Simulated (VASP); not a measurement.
# Mg (P6_3/mmc) in VASP: single point with r2SCAN

Aim: the single point of Mg with r2SCAN.

Program: VASP 6.6.1. These are calculated values, not measurements. Logs are shortened: lines on timing, memory, paths and dates and some standing lists are left out, and cuts for length are marked.

**1. The cell of the first run**

Symmetry: P6_3/mmc, No. 194, hexagonal system. Conventional cell: a = 2.622 Å, b = 2.622 Å, c = 8.502 Å, α = 90.00°, β = 90.00°, γ = 120.00°. Within 3.4 Å of Mg (site symmetry -3m) lie 12 Mg at 2.61 to 2.62 Å. Mg (site symmetry -6m2) has 12 Mg at 2.61 to 2.62 Å within 3.4 Å.

**2. Single point, r2SCAN**

POSCAR reads:

```
Mg
1.0
    2.6220699480      0.0000000000      0.0000000000
   -1.3110349740      2.2707791855      0.0000000000
    0.0000000000      0.0000000000      8.5024125688
Mg
4
Direct
    0.0000000000      0.0000000000      0.0000000000
    0.0000000000      0.0000000000      0.5000000000
    0.3333333333      0.6666666667      0.2500000000
    0.6666666667      0.3333333333      0.7500000000
```

INCAR.step1 reads:

```
SYSTEM = Mg
  PREC = Accurate
  ENCUT = 660
  ISMEAR = 0
  SIGMA = 0.01
  LREAL = .FALSE.
  LASPH = .TRUE.
  NELM = 120
  NBANDS = 12
  GGA = PE
  ALGO = Normal
  EDIFF = 1E-5
  LWAVE = .TRUE.
  LCHARG = .FALSE.
  GGA_COMPAT = .FALSE.
```

INCAR.step2 reads:

```
SYSTEM = Mg
  PREC = Accurate
  ENCUT = 660
  EDIFF = 1E-6
  ISMEAR = 0
  SIGMA = 0.01
  LREAL = .FALSE.
  LASPH = .TRUE.
  NELM = 120
  ALGO = Normal
  ISIF = 2
  LWAVE = .FALSE.
  LCHARG = .FALSE.
  METAGGA = R2SCAN
  LMIXTAU = .TRUE.
  NBANDS = 12
  ISTART = 1
  GGA_COMPAT = .FALSE.
```

KPOINTS reads:

```
regular mesh
0
G
  8 8 5
  0 0 0
```

Potentials or basis: VASP PAW PBE potentials, release 64 (Mg).

Launch:

```
$ cat potpaw_PBE.64/Mg/POTCAR > POTCAR
$ cp INCAR.step1 INCAR
$ mpirun -np 1 vasp_std > vasp.out
$ cp INCAR.step2 INCAR
$ mpirun -np 1 vasp_std > vasp.out
```

OUTCAR:

```text
SYSTEM = Mg
   PREC = Accurate
   ENCUT = 660
   EDIFF = 1E-6
   ISMEAR = 0
   LREAL = .FALSE.
   LASPH = .TRUE.
   NELM = 120
   ISIF = 2
   METAGGA = R2SCAN
   ISTART = 1

 ion  position               nearest neighbor table
   1  0.000  0.000  0.000-   3 2.61   4 2.61   4 2.61   3 2.61   4 2.61   3 2.61
   2  0.000  0.000  0.500-   3 2.61   4 2.61   4 2.61   3 2.61   4 2.61   3 2.61
   3  0.333  0.667  0.250-   1 2.61   2 2.61   1 2.61   2 2.61   1 2.61   2 2.61
   4  0.667  0.333  0.750-   1 2.61   2 2.61   1 2.61   2 2.61   1 2.61   2 2.61

  LATTYP: Found a hexagonal cell.
 ALAT       =     2.6220699480
 C/A-ratio  =     3.2426337731

  Lattice vectors:

 A1 = (   2.6220699480,   0.0000000000,   0.0000000000)
 A2 = (  -1.3110349740,   2.2707791855,   0.0000000000)
 A3 = (   0.0000000000,   0.0000000000,   8.5024125688)

Analysis of symmetry for initial positions (statically):
=====================================================================
 Subroutine PRICEL returns:
 Original cell was already a primitive cell.

 Routine SETGRP: Setting up the symmetry group for a
 hexagonal supercell.

 Subroutine GETGRP returns: Found 24 space group operations
 (whereof 12 operations were pure point group operations)
 out of a pool of 24 trial point group operations.

The static configuration has the point symmetry D_3d.
 The point group associated with its full space group is D_6h.

Analysis of symmetry for dynamics (positions and initial velocities):
=====================================================================
 Subroutine PRICEL returns:
 Original cell was already a primitive cell.

 Routine SETGRP: Setting up the symmetry group for a
 hexagonal supercell.

 Subroutine GETGRP returns: Found 24 space group operations
 (whereof 12 operations were pure point group operations)
 out of a pool of 24 trial point group operations.

The dynamic configuration has the point symmetry D_3d.
 The point group associated with its full space group is D_6h.

 Subroutine INISYM returns: Found 24 space group operations
 (whereof 12 operations are pure point group operations),
 and found     1 'primitive' translations

----------------------------------------------------------------------------------------

                                     Primitive cell

  volume of cell :      50.6246

  direct lattice vectors                    reciprocal lattice vectors
     2.622069948  0.000000000  0.000000000     0.381378079  0.220188737  0.000000000
    -1.311034974  2.270779185  0.000000000     0.000000000  0.440377473  0.000000000
     0.000000000  0.000000000  8.502412569     0.000000000  0.000000000  0.117613676

  length of vectors
     2.622069948  2.622069948  8.502412569     0.440377473  0.440377473  0.117613676
[... 102 lines left out ...]
   IALGO  =     38    algorithm
   IMIX   =      4    mixing-type and parameters
     AMIX     =   0.40;   BMIX     =  1.00
     AMIX_MAG =   1.60;   BMIX_MAG =  1.00
  volume/ion in A,a.u.               =      12.66        85.41
  Fermi-wavevector in a.u.,A,eV,Ry     =   0.885084  1.672566 10.658440  0.783373
  Thomas-Fermi vector in A             =   2.006070
   LORBIT       =      0    0 simple, 1 ext, 2 COOP (PROOUT), +10 PAW based schemes
   METAGGA = R2SCAN    functional components
   LHFCALC =     F    Hartree Fock is set to
   AEXX    =    0.0000 exact exchange contribution
   IVDW    =     0    specifies the selected vdW correction
   LEPSILON=     F    determine dielectric tensor
   LRPA    =     F    only Hartree local field effects (RPA)
 non-spin polarized calculation
 Gauss-broadening in eV      SIGMA  =   0.01
  energy-cutoff  :      660.00
  volume of cell :       50.62
 maximum number of plane-waves:      2004
 NGX is ok and might be reduce to    24
   NGX = 11   NGY = 11   NGZ = 35

 number of electron       8.0000000 magnetization

 Free energy of the ion-electron system (eV)
  ---------------------------------------------------
  ext. energy  EPLUGINS =         0.00000000
  ---------------------------------------------------
  free energy    TOTEN  =       -11.31965655 eV

  energy without entropy =      -11.31955076  energy(sigma->0) =      -11.31960365

 E-fermi :   6.6942     XC(G=0): -11.2301

 val. band max:        6.5623162243   @ k =   0.2500   0.1250   0.0000
 cond. band min:       6.6941998759   @ k =   0.1250   0.1250   0.0000
 fundamental gap:      0.1318836517
 Fermi energy:         6.6941998759

 k-point     1 :       0.0000    0.0000    0.0000
  band No.  band energies     occupation
      1      -3.7661      2.00000
      2      -1.6011      2.00000
      3      -1.5857      2.00000
      4       3.7719      2.00000
      5       5.4616      2.00000
      6      14.0960      0.00000
      7      14.1244      0.00000
      8      22.2935      0.00000
      9      22.2935      0.00000
     10      23.1295      0.00000
     11      23.1298      0.00000
     12      23.1587      0.00000
[... 331 lines left out ...]
 k-point    24 :       0.3750    0.0000    0.4000
  band No.  band energies     occupation
      1       0.7596      2.00000
      2       1.1645      2.00000
      3       4.2485      2.00000
      4       5.3021      2.00000
      5       7.8195      0.00000
      6       8.2004      0.00000
      7      10.9922      0.00000
      8      11.9792      0.00000
      9      12.1946      0.00000
     10      13.5303      0.00000
     11      17.1602      0.00000
     12      18.0788      0.00000

 [... further k-points ...]

------------------------ aborting loop because EDIFF is reached ----------------------------------------

  FORCE on cell =-STRESS in cart. coord.  units (eV):
  Direction    XX          YY          ZZ          XY          YZ          ZX
  --------------------------------------------------------------------------------------
  -------------------------------------------------------------------------------------
  Total       21.6126120     21.6126120     22.0195872     -0.0000000      0.0000000      0.0000000
  in kB      684.0006072    684.0006072    696.8806464     -0.0000000      0.0000000      0.0000000
  external PRESSURE =     688.2939536 kB  Pullay stress =       0.0000000 kB

 VOLUME and BASIS-vectors are now :
 -----------------------------------------------------------------------------
  energy-cutoff  :      660.00
  volume of cell :       50.62
      direct lattice vectors                 reciprocal lattice vectors
     2.622069948  0.000000000  0.000000000     0.381378079  0.220188737  0.000000000
    -1.311034974  2.270779185  0.000000000     0.000000000  0.440377473  0.000000000
     0.000000000  0.000000000  8.502412569     0.000000000  0.000000000  0.117613676

 POSITION                                       TOTAL-FORCE (eV/Angst)
 -----------------------------------------------------------------------------------
      0.00000      0.00000      0.00000         0.000000      0.000000     -0.000000
      0.00000      0.00000      4.25121         0.000000      0.000000     -0.000000
     -0.00000      1.51385      2.12560         0.000000     -0.000000      0.000000
      1.31103      0.75693      6.37681        -0.000000      0.000000      0.000000
 -----------------------------------------------------------------------------------
    total drift:                                0.000000     -0.000000      0.000000

  FREE ENERGIE OF THE ION-ELECTRON SYSTEM (eV)
  ---------------------------------------------------
  free  energy   TOTEN  =       -11.3196565462 eV

  energy  without entropy=      -11.3195507606  energy(sigma->0) =      -11.31960365
```

OUTCAR.step1:

```text
SYSTEM = Mg
   PREC = Accurate
   ENCUT = 660
   ISMEAR = 0
   LREAL = .FALSE.
   LASPH = .TRUE.
   NELM = 120
[... 591 lines left out ...]
      0.00000      0.00000      4.25121         0.000000      0.000000      0.000000
     -0.00000      1.51385      2.12560        -0.000000     -0.000000     -0.000000
      1.31103      0.75693      6.37681         0.000000      0.000000     -0.000000
 -----------------------------------------------------------------------------------
    total drift:                                0.000000     -0.000000      0.000000

  FREE ENERGIE OF THE ION-ELECTRON SYSTEM (eV)
  ---------------------------------------------------
  free  energy   TOTEN  =        -0.6243630961 eV

  energy  without entropy=       -0.6241658090  energy(sigma->0) =       -0.62426445
```

Wall time 2.6 min (1 thread of Intel Xeon 8259CL, shared host); peak memory 0.2 GiB.

Results:

| Property | Result |
| --- | --- |
| Free energy | -11.3197 eV |
| Pressure | 68.8 GPa |
| Band gap on the k mesh | zero (bands 4 and 5 overlap by 2.50 eV) |

Caveat: the cell stands under pressure; the PAW data sets were made with another functional, which shifts forces and pressure a little.

The gap in the log of VASP goes by the Fermi energy; the results here count the filled bands.